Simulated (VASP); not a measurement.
# WS2 (P2_1) in VASP: single point with PBE+D3(BJ)

Aim: the single point of WS2 with PBE+D3(BJ).

All numbers are computed with VASP 6.6.1; they aren't measurements. Logs are shortened: lines on timing, memory, paths and dates and some standing lists are left out, and cuts for length are marked.

### 1 The cell of the first run

The typed cell holds 12 atoms: a = 3.193 Å, b = 11.914 Å, c = 5.683 Å, α = 90.00°, β = 90.00°, γ = 90.00°.

### 2 Single point, PBE+D3(BJ)

INCAR

```
PREC = Accurate ; ENCUT = 520
EDIFF = 1E-6 ; ISMEAR = 0
SIGMA = 0.1 ; LREAL = False
LASPH = True ; NELM = 80
ALGO = Fast ; ISIF = 2
LWAVE = False ; LCHARG = False
GGA = PE ; IVDW = 12
NBANDS = 64 ; KPAR = 4
```

KPOINTS

```
regular mesh
0
Gamma
  12 4 6
```

POSCAR

```
WS2
1.0
    3.1925684644      0.0000000000      0.0419360078
    0.0000000000     11.9138816474      0.0000000000
   -0.0747260445      0.0000000000      5.6827197210
W S
4 8
Direct
    0.9998937026      0.5295885484      0.6951496479
    0.0001062974      0.0295885484      0.3048503521
    0.5001176841      0.0397373364      0.9027463273
    0.4998823159      0.5397373364      0.0972536727
    0.9998827444      0.6784688727      0.9825022187
    0.0001172556      0.1784688727      0.0174977813
    0.5001185393      0.1468533792      0.5228041015
    0.4998814607      0.6468533792      0.4771958985
    0.5001040488      0.8907304649      0.1917162740
    0.4998959512      0.3907304649      0.8082837260
    0.9998914723      0.4226213984      0.3165975425
    0.0001085277      0.9226213984      0.6834024575
```

Potentials or basis: VASP PAW PBE potentials, release 64 (W_sv, S).

On the command line:

```
> cat potpaw_PBE.64/W_sv/POTCAR potpaw_PBE.64/S/POTCAR > POTCAR
> mpirun -np 4 vasp_std > vasp.out
```

OUTCAR:

```text
PREC = Accurate
   ENCUT = 520
   EDIFF = 1E-6
   ISMEAR = 0
   LREAL = False
   LASPH = True
   NELM = 80
   ISIF = 2
   GGA = PE
   IVDW = 12
 IVDW          = 12

 ion  position               nearest neighbor table
   1  1.000  0.530  0.695-  10 2.39  10 2.39   5 2.41   8 2.46   8 2.46  11 2.50   4 2.79   4 2.79

   2  0.000  0.030  0.305-   9 2.39   9 2.39   6 2.41   7 2.46   7 2.46  12 2.50   3 2.79   3 2.79

   3  0.500  0.040  0.903-   6 2.39   6 2.39   9 2.42  12 2.46  12 2.46   7 2.51   2 2.79   2 2.79

   4  0.500  0.540  0.097-   5 2.39   5 2.39  10 2.42  11 2.46  11 2.46   8 2.51   1 2.79   1 2.79

   5  1.000  0.678  0.983-   4 2.39   4 2.39   1 2.41
   6  0.000  0.178  0.017-   3 2.39   3 2.39   2 2.41
   7  0.500  0.147  0.523-   2 2.46   2 2.46   3 2.51
   8  0.500  0.647  0.477-   1 2.46   1 2.46   4 2.51
   9  0.500  0.891  0.192-   2 2.39   2 2.39   3 2.42
  10  0.500  0.391  0.808-   1 2.39   1 2.39   4 2.42
  11  1.000  0.423  0.317-   4 2.46   4 2.46   1 2.50
  12  0.000  0.923  0.683-   3 2.46   3 2.46   2 2.50

  LATTYP: Found a simple monoclinic cell.
 ALAT       =     3.1928438779
 B/A-ratio  =     3.7314325733
 C/A-ratio  =     1.7799839984
 COS(beta)  =    -0.0000141872

  Lattice vectors:

 A1 = (   3.1925684644,   0.0000000000,   0.0419360078)
 A2 = (   0.0000000000,  11.9138816474,   0.0000000000)
 A3 = (  -0.0747260445,   0.0000000000,   5.6827197210)

Analysis of symmetry for initial positions (statically):
=====================================================================
 Subroutine PRICEL returns:
 Original cell was already a primitive cell.

 Routine SETGRP: Setting up the symmetry group for a
 simple monoclinic supercell.

 Subroutine GETGRP returns: Found  2 space group operations
 (whereof  1 operations were pure point group operations)
 out of a pool of  4 trial point group operations.

The static configuration has the point symmetry C_1 .
 The point group associated with its full space group is C_2 .

Analysis of symmetry for dynamics (positions and initial velocities):
=====================================================================
 Subroutine PRICEL returns:
 Original cell was already a primitive cell.

 Routine SETGRP: Setting up the symmetry group for a
 simple monoclinic supercell.

[... 133 lines left out ...]
   POTIM  = 0.5000    time-step for ionic-motion
   TEBEG  =    0.0;   TEEND  =   0.0 temperature during run
   PSTRESS=    0.0 pullay stress
   NELECT =     104.0000    total number of electrons
   NUPDOWN=      -1.0000    fix difference up-down
   EMIN   =  10.00;   EMAX   =-10.00  energy-range for DOS
   EFERMI =   0.00;   METHOD = LEGACY
   ISMEAR =     0;   SIGMA  =   0.10  broadening in eV -4-tet -1-fermi 0-gaus
   EFERMI_NEDOS =   21; number of points for ismear=-14 and -15
   IALGO  =     68    algorithm
   IMIX   =      4    mixing-type and parameters
     AMIX     =   0.40;   BMIX     =  1.00
     AMIX_MAG =   1.60;   BMIX_MAG =  1.00
  volume/ion in A,a.u.               =      18.02       121.57
  Fermi-wavevector in a.u.,A,eV,Ry     =   1.282757  2.424059 22.387914  1.645465
  Thomas-Fermi vector in A             =   2.415050
   LORBIT       =      0    0 simple, 1 ext, 2 COOP (PROOUT), +10 PAW based schemes
   GGA     = PE    functional components
   LHFCALC =     F    Hartree Fock is set to
   AEXX    =    0.0000 exact exchange contribution
   IVDW    =    12    specifies the selected vdW correction
   LEPSILON=     F    determine dielectric tensor
   LRPA    =     F    only Hartree local field effects (RPA)
 non-spin polarized calculation
 RMM-DIIS sequential band-by-band and
 Gauss-broadening in eV      SIGMA  =   0.10
  energy-cutoff  :      520.00
  volume of cell :      216.18
 maximum number of plane-waves:      5862
   NGX = 11   NGY = 45   NGZ = 21

 number of electron     103.9999998 magnetization

 Free energy of the ion-electron system (eV)
  ---------------------------------------------------
  ext. energy  EPLUGINS =         0.00000000
  ---------------------------------------------------
  free energy    TOTEN  =       -92.22858822 eV

  energy without entropy =      -92.21054057  energy(sigma->0) =      -92.21956439

 E-fermi :   6.8582     XC(G=0): -10.8847

 val. band max:        6.8539258321   @ k =   0.0833   0.0000   0.0000
 cond. band min:       6.8584575606   @ k =   0.0000   0.0000   0.5000
 fundamental gap:      0.0045317285
 Fermi energy:         6.8581992782

 k-point     1 :       0.0000    0.0000    0.0000
  band No.  band energies     occupation
      1     -67.4119      2.00000
      2     -67.4119      2.00000
      3     -67.3632      2.00000
      4     -67.3632      2.00000
      5     -31.8933      2.00000
      6     -31.8933      2.00000
[... 1597 lines left out ...]
     63      10.4423      0.00000
     64      10.6126      0.00000

 [... further k-points ...]

------------------------ aborting loop because EDIFF is reached ----------------------------------------

 Edisp (eV)   -5.05877

 E8    (eV) :    -2.1290

  FORCE on cell =-STRESS in cart. coord.  units (eV):
  Direction    XX          YY          ZZ          XY          YZ          ZX
  --------------------------------------------------------------------------------------
  -------------------------------------------------------------------------------------
  Total      -0.05481     0.02960     0.03469     0.00000     0.00000    -0.00075
  in kB      -0.40622     0.21935     0.25713     0.00000     0.00000    -0.00552
  external pressure =        0.02 kB  Pullay stress =        0.00 kB

 VOLUME and BASIS-vectors are now :
 -----------------------------------------------------------------------------
  energy-cutoff  :      520.00
  volume of cell :      216.18
      direct lattice vectors                 reciprocal lattice vectors
     3.192568464  0.000000000  0.041936008     0.313173331  0.000000000  0.004118135
     0.000000000 11.913881647  0.000000000     0.000000000  0.083935700  0.000000000
    -0.074726045  0.000000000  5.682719721    -0.002311083  0.000000000  0.175941688

 POSITION                                       TOTAL-FORCE (eV/Angst)
 -----------------------------------------------------------------------------------
      3.14028      6.30946      3.99227         0.000216      0.003052     -0.016375
     -0.02244      0.35251      1.73238        -0.000216      0.003052      0.016375
      1.52920      0.47343      5.15103         0.000070     -0.002492     -0.016531
      1.58864      6.43037      0.57363        -0.000070     -0.002492      0.016531
      3.11878      8.08320      5.62522         0.000095      0.001983      0.000761
     -0.00093      2.12626      0.09944        -0.000095      0.001983     -0.000761
      1.55760      1.74959      2.99192        -0.000081      0.005484     -0.001647
      1.56025      7.70653      2.73273         0.000081      0.005484      0.001647
      1.58229     10.61206      1.11044        -0.000109     -0.002036      0.003829
      1.53555      4.65512      4.61421         0.000109     -0.002036     -0.003829
      3.16856      5.03506      1.84107        -0.000026     -0.005990     -0.000872
     -0.05072     10.99200      3.88359         0.000026     -0.005990      0.000872
 -----------------------------------------------------------------------------------
    total drift:                                0.000000     -0.000129      0.000000

  FREE ENERGIE OF THE ION-ELECTRON SYSTEM (eV)
  ---------------------------------------------------
  free  energy   TOTEN  =       -97.2873548965 eV

  energy  without entropy=      -97.2693072463  energy(sigma->0) =      -97.27833107
```

OSZICAR:

```text
N       E                     dE             d eps       ncg     rms          rms(c)
DAV:   1     0.113844585030E+04    0.11384E+04   -0.55887E+04 15528   0.162E+03
DAV:   2    -0.795198326957E+01   -0.11464E+04   -0.11133E+04 16568   0.456E+02
DAV:   3    -0.947327196787E+02   -0.86781E+02   -0.84569E+02 18040   0.118E+02
DAV:   4    -0.977425825907E+02   -0.30099E+01   -0.29840E+01 17736   0.216E+01
DAV:   5    -0.978225796130E+02   -0.79997E-01   -0.79827E-01 17984   0.369E+00    0.516E+01
RMM:   6    -0.926937628304E+02    0.51288E+01   -0.20718E+01 19356   0.154E+01    0.212E+01
RMM:   7    -0.921247168604E+02    0.56905E+00   -0.39645E+00 18967   0.645E+00    0.907E+00
RMM:   8    -0.922664332725E+02   -0.14172E+00   -0.24509E+00 20194   0.452E+00    0.284E+00
RMM:   9    -0.922269109666E+02    0.39522E-01   -0.50264E-01 16820   0.261E+00    0.153E+00
RMM:  10    -0.922307196296E+02   -0.38087E-02   -0.97500E-02 21964   0.974E-01    0.614E-01
RMM:  11    -0.922285657529E+02    0.21539E-02   -0.17601E-02 20187   0.474E-01    0.235E-01
RMM:  12    -0.922285970139E+02   -0.31261E-04   -0.95774E-03 18919   0.316E-01    0.141E-01
RMM:  13    -0.922285397729E+02    0.57241E-04   -0.14992E-03 18946   0.163E-01    0.375E-02
RMM:  14    -0.922285916006E+02   -0.51828E-04   -0.62397E-04 23464   0.846E-02    0.320E-02
RMM:  15    -0.922285860905E+02    0.55101E-05   -0.80592E-05 20240   0.334E-02    0.129E-02
RMM:  16    -0.922285883523E+02   -0.22618E-05   -0.27815E-05 19829   0.163E-02    0.503E-03
RMM:  17    -0.922285882187E+02    0.13368E-06   -0.75190E-06 17426   0.830E-03
   1 F= -.97287355E+02 E0= -.97278331E+02  d E =-.180477E-01
```

stdout:

```text
POSCAR found type information on POSCAR W S
 POSCAR found :  2 types and      12 ions
 scaLAPACK will be used
 LDA part: xc-table for (Slater+PW92), standard interpolation
 POSCAR, INCAR and KPOINTS ok, starting setup
 FFT: planning ... GRIDC
 FFT: planning ... GRID_SOFT
 FFT: planning ... GRID
 WAVECAR not read
 entering main loop
```

Wall time 7 min (4 MPI ranks of Oxide Virtual Turin-like, shared host); peak memory 1.1 GiB.

What came out:

| Quantity | Value |
| --- | --- |
| Free energy | -97.2874 eV |
| Pressure | 0.0 GPa |
| Largest force | 0.017 eV/Å |
| Band gap on the k mesh | zero (bands 52 and 53 overlap by 0.25 eV) |
| Dispersion energy per atom | -0.422 eV |

Forces on the atoms (eV/Å):
```
W    0.000  0.003 -0.016
W    0.000  0.003  0.016
W    0.000 -0.002 -0.017
W    0.000 -0.002  0.017
S    0.000  0.002  0.001
S    0.000  0.002 -0.001
S    0.000  0.005 -0.002
S    0.000  0.005  0.002
S    0.000 -0.002  0.004
S    0.000 -0.002 -0.004
S    0.000 -0.006 -0.001
S    0.000 -0.006  0.001
```

Levels at points of the mesh, in eV from the Fermi level:
```csv
k point,band 50,band 51,band 52,band 53,band 54,band 55
"(0.00, 0.00, 0.00)",-0.12,-0.10,0.00,0.08,0.28,0.78
"(0.50, 0.00, 0.00)",-1.23,-1.16,-1.07,2.25,2.38,2.39
"(0.00, 0.50, 0.00)",-0.11,0.04,0.04,0.08,0.08,0.82
"(0.50, 0.50, 0.00)",-1.27,-1.20,-1.20,2.36,2.36,2.42
"(0.00, 0.00, 0.50)",-0.99,-0.86,-0.13,0.00,0.24,0.35
"(0.50, 0.00, 0.50)",-1.08,-1.07,-0.92,2.33,2.34,2.36
"(0.00, 0.50, 0.50)",-1.03,-0.45,-0.45,0.12,0.12,0.41
"(0.50, 0.50, 0.50)",-1.07,-1.01,-1.01,2.34,2.34,2.35
```

Caveat: spin-orbit coupling is left out, which moves the levels of the heavy elements.
